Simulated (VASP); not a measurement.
# Pd (Pm-3m) in VASP: notebook, part 2 of 2

VASP 6.6.1. Earlier steps stand in the parts before.

## (5) Single point, r2SCAN, collinear spin, ferromagnetic start (volume scaled by 0.88)

POSCAR

```
Pd
1.0
    2.4801120713      0.0000000000      0.0000000000
    0.0000000000      2.4801120713      0.0000000000
    0.0000000000      0.0000000000      2.4801120713
Pd
1
Direct
    0.0000000000      0.0000000000      0.0000000000
```

INCAR.step1

```
PREC = Accurate ; ENCUT = 520
ISMEAR = -1 ; SIGMA = 0.05
LREAL = False ; LASPH = True
NELM = 150 ; ISPIN = 2
MAGMOM = 0.5 ; LMAXMIX = 4
NBANDS = 15 ; GGA = PE
ALGO = Normal ; EDIFF = 1E-4
LWAVE = True ; LCHARG = False
```

INCAR.step2

```
PREC = Accurate ; ENCUT = 520
EDIFF = 1E-6 ; ISMEAR = -1
SIGMA = 0.05 ; LREAL = False
LASPH = True ; NELM = 150
ALGO = Normal ; ISIF = 2
LWAVE = False ; LCHARG = False
ISPIN = 2 ; MAGMOM = 0.5
LORBIT = 11 ; LMAXMIX = 4
METAGGA = R2SCAN ; LMIXTAU = True
NBANDS = 15 ; ISTART = 1
```

KPOINTS

```
regular mesh
0
Gamma
  14 14 14
```

Run with:

```
$ cat potpaw_PBE.64/Pd/POTCAR > POTCAR
$ cp INCAR.step1 INCAR
$ mpirun -np 1 vasp_std > vasp.out
$ cp INCAR.step2 INCAR
$ mpirun -np 1 vasp_std > vasp.out
```

It took 1.7 min on 1 thread of Intel Xeon Platinum 8488C (Sapphire Rapids), shared host; peak memory 0.15 GiB.

The run converged. Its results:

| Item | Value |
| --- | --- |
| Free energy | -22.3095 eV |
| Pressure | 25.5 GPa |
| Band gap on the k mesh | zero (filled and empty bands overlap) |
| Net moment | 0.00 μB per cell |
| Valence electrons inside the program's atomic spheres | Pd 9.68 |

Levels at points of the mesh, in eV from the Fermi level:
Spin up:
```
           k point  band 2  band 3  band 4  band 5  band 6  band 7  band 8  band 9
(0.00, 0.00, 0.00)   -5.78   -5.78   -0.01   -0.01   -0.01   18.36   18.36   18.36
(0.50, 0.00, 0.00)   -4.79   -2.06   -2.06    0.19    0.21    6.09   19.56   22.72
(0.50, 0.50, 0.00)   -4.27   -1.68   -1.68    1.59    6.21    6.21   14.01   14.15
(0.50, 0.50, 0.50)   -5.08   -5.08    1.72    1.72   11.53   13.02   13.02   13.02
```
Spin down:
| k point | band 2 | band 3 | band 4 | band 5 | band 6 | band 7 | band 8 | band 9 |
| --- | --- | --- | --- | --- | --- | --- | --- | --- |
| (0.00, 0.00, 0.00) | -5.78 | -5.78 | -0.01 | -0.01 | -0.01 | 18.36 | 18.36 | 18.36 |
| (0.50, 0.00, 0.00) | -4.79 | -2.06 | -2.06 | 0.19 | 0.21 | 6.09 | 19.56 | 22.72 |
| (0.50, 0.50, 0.00) | -4.27 | -1.68 | -1.68 | 1.59 | 6.21 | 6.21 | 14.01 | 14.15 |
| (0.50, 0.50, 0.50) | -5.08 | -5.08 | 1.72 | 1.72 | 11.53 | 13.02 | 13.02 | 13.02 |

Caveat: the cell differs from its parent crystal (volume scaled by 0.88); the PAW data sets were made with another functional, which shifts forces and pressure a little.

## (6) Single point, r2SCAN, collinear spin, ferromagnetic start (volume scaled by 0.92)

POSCAR

```
Pd
1.0
    2.5171341276      0.0000000000      0.0000000000
    0.0000000000      2.5171341276      0.0000000000
    0.0000000000      0.0000000000      2.5171341276
Pd
1
Direct
    0.0000000000      0.0000000000      0.0000000000
```

INCAR.step1

```
ALGO     = Normal         # electronic algorithm
EDIFF    = 1E-4           # SCF threshold, eV
ENCUT    = 520            # plane-wave cutoff, eV
GGA      = PE             # functional
ISMEAR   = -1             # smearing method
ISPIN    = 2              # spin polarisation
LASPH    = T              # aspherical terms in the spheres
LCHARG   = F              # write CHGCAR
LMAXMIX  = 4              # l up to which the mixer works
LREAL    = F              # projectors in reciprocal space
LWAVE    = T              # write WAVECAR
MAGMOM   = 0.5            # initial moments
NBANDS   = 15             # bands
NELM     = 150            # most SCF steps
PREC     = Accurate       # precision mode
SIGMA    = 0.05           # smearing width, eV
```

INCAR.step2

```
ALGO     = Normal         # electronic algorithm
EDIFF    = 1E-6           # SCF threshold, eV
ENCUT    = 520            # plane-wave cutoff, eV
ISIF     = 2              # what is computed and relaxed
ISMEAR   = -1             # smearing method
ISPIN    = 2              # spin polarisation
ISTART   = 1            
LASPH    = T              # aspherical terms in the spheres
LCHARG   = T              # write CHGCAR
LELF     = T              # ELF
LMAXMIX  = 4              # l up to which the mixer works
LMIXTAU  = T            
LORBIT   = 11             # projections on sites
LREAL    = F              # projectors in reciprocal space
LVHAR    = T            
LWAVE    = F              # write WAVECAR
MAGMOM   = 0.5            # initial moments
METAGGA  = R2SCAN         # meta-GGA
NBANDS   = 15             # bands
NELM     = 150            # most SCF steps
PREC     = Accurate       # precision mode
SIGMA    = 0.05           # smearing width, eV
```

KPOINTS

```
k-points
0
Gamma
  14 14 14
```

Potentials or basis: VASP PAW PBE potentials, release 64 (Pd).

Run with:

```
$ cat potpaw_PBE.64/Pd/POTCAR > POTCAR
$ cp INCAR.step1 INCAR
$ mpirun -np 1 vasp_std > vasp.out
$ cp INCAR.step2 INCAR
$ mpirun -np 1 vasp_std > vasp.out
```

OUTCAR:

```text
EDIFF = 1E-6
   ENCUT = 520
   ISIF = 2
   ISMEAR = -1
   ISPIN = 2
   ISTART = 1
   LASPH = T
   LORBIT = 11
   LREAL = F
   METAGGA = R2SCAN
   NELM = 150
   PREC = Accurate

 ion  position               nearest neighbor table
   1  0.000  0.000  0.000-

  LATTYP: Found a simple cubic cell.
 ALAT       =     2.5171341276

  Lattice vectors:

 A1 = (   2.5171341276,   0.0000000000,   0.0000000000)
 A2 = (   0.0000000000,   2.5171341276,   0.0000000000)
[... 1067 lines left out ...]
 [... further k-points ...]
[... 5 lines left out ...]
  --------------------------------------------------------------------------------------
  -------------------------------------------------------------------------------------
  Total        1.4925723      1.4925723      1.4925723      0.0000000      0.0000000     -0.0000000
  in kB      149.9432334    149.9432334    149.9432334      0.0000000      0.0000000     -0.0000000
  external PRESSURE =     149.9432334 kB  Pullay stress =       0.0000000 kB

 VOLUME and BASIS-vectors are now :
 -----------------------------------------------------------------------------
  energy-cutoff  :      520.00
  volume of cell :       15.95
      direct lattice vectors                 reciprocal lattice vectors
     2.517134128  0.000000000  0.000000000     0.397277201  0.000000000  0.000000000
     0.000000000  2.517134128  0.000000000     0.000000000  0.397277201  0.000000000
     0.000000000  0.000000000  2.517134128     0.000000000  0.000000000  0.397277201

 POSITION                                       TOTAL-FORCE (eV/Angst)
 -----------------------------------------------------------------------------------
      0.00000      0.00000      0.00000         0.000000      0.000000      0.000000
 -----------------------------------------------------------------------------------
    total drift:                                0.000000      0.000000      0.000000

  FREE ENERGIE OF THE ION-ELECTRON SYSTEM (eV)
  ---------------------------------------------------
  free  energy   TOTEN  =       -22.3965068532 eV

  energy  without entropy=      -22.3845227232  energy(sigma->0) =      -22.39051479

 total charge

# of ion       s       p       d       tot
------------------------------------------
    1        0.563   0.403   8.622   9.588

 magnetization (x)

# of ion       s       p       d       tot
------------------------------------------
    1       -0.000  -0.000   0.000   0.000
```

Run time: 1.8 min. Hardware: 1 thread of Intel Xeon Platinum 8488C (Sapphire Rapids), shared host; peak memory 0.16 GiB.

What came out:

```yaml
Free_energy: -22.3965 eV
Pressure: 15.0 GPa
Band_gap_on_the_k_mesh: zero (filled and empty bands overlap)
Net_moment: 0.00 μB per cell
Valence_electrons_inside_the_program's_atomic_spheres: Pd 9.59
```

Levels at points of the mesh, in eV from the Fermi level:
Spin up:
```tsv
k point	band 1	band 2	band 3	band 4	band 5	band 6	band 7	band 8	band 9	band 10
(0.00, 0.00, 0.00)	-6.70	-5.41	-5.41	-0.02	-0.02	-0.02	18.01	18.01	18.01	22.74
(0.50, 0.00, 0.00)	-4.84	-4.52	-1.93	-1.93	0.16	0.36	5.78	19.47	22.86	23.04
(0.50, 0.50, 0.00)	-5.75	-4.02	-1.57	-1.57	1.47	6.13	6.13	13.48	13.68	22.93
(0.50, 0.50, 0.50)	-4.73	-4.73	-4.73	1.59	1.59	11.61	12.61	12.61	12.61	19.67
```
Spin down:
```csv
k point,band 2,band 3,band 4,band 5,band 6,band 7,band 8,band 9
"(0.00, 0.00, 0.00)",-5.41,-5.41,-0.02,-0.02,-0.02,18.01,18.01,18.01
"(0.50, 0.00, 0.00)",-4.52,-1.93,-1.93,0.16,0.36,5.78,19.47,22.86
"(0.50, 0.50, 0.00)",-4.02,-1.57,-1.57,1.47,6.13,6.13,13.48,13.68
"(0.50, 0.50, 0.50)",-4.73,-4.73,1.59,1.59,11.61,12.61,12.61,12.61
```

Caveat: the cell differs from its parent crystal (volume scaled by 0.92); the PAW data sets were made with another functional, which shifts forces and pressure a little.

## (7) Overview

```csv
task,spin,cell,k mesh,cutoff (eV),smearing,gap on the mesh (eV),pressure (GPa),moment (μB),relaxed volume (Å³/atom)
single point,off,"a = 2.688 Å, 1 atom",14 × 14 × 14,520,fermi-dirac 0.1 eV,none,-11.0,-,-
relaxation of cell and atoms,off,"relaxed from a = 2.514 Å, 1 atom",12 × 12 × 12,600,fermi-dirac 0.1 eV,none,0.0,-,17.40
relaxation of cell and atoms,"collinear, antiferromagnetic start","relaxed from a = 3.555 Å, angles 60.0°, 2 atoms",11 × 11 × 11,600,fermi-dirac 0.05 eV,none,0.0,0.00,17.38
single point,"collinear, ferromagnetic start","a = 2.480 Å, 1 atom",14 × 14 × 14,520,fermi-dirac 0.05 eV,none,25.5,0.00,-
single point,"collinear, ferromagnetic start","a = 2.517 Å, 1 atom",14 × 14 × 14,520,fermi-dirac 0.05 eV,none,15.0,0.00,-
```

Alike in all rows: level r2SCAN; potentials or basis VASP PAW PBE potentials, release 64 (Pd).

Caveats: the PAW data sets were made with another functional, which shifts forces and pressure a little.

Total energies depend on the potentials used, so only differences within one code and one set of settings carry meaning.
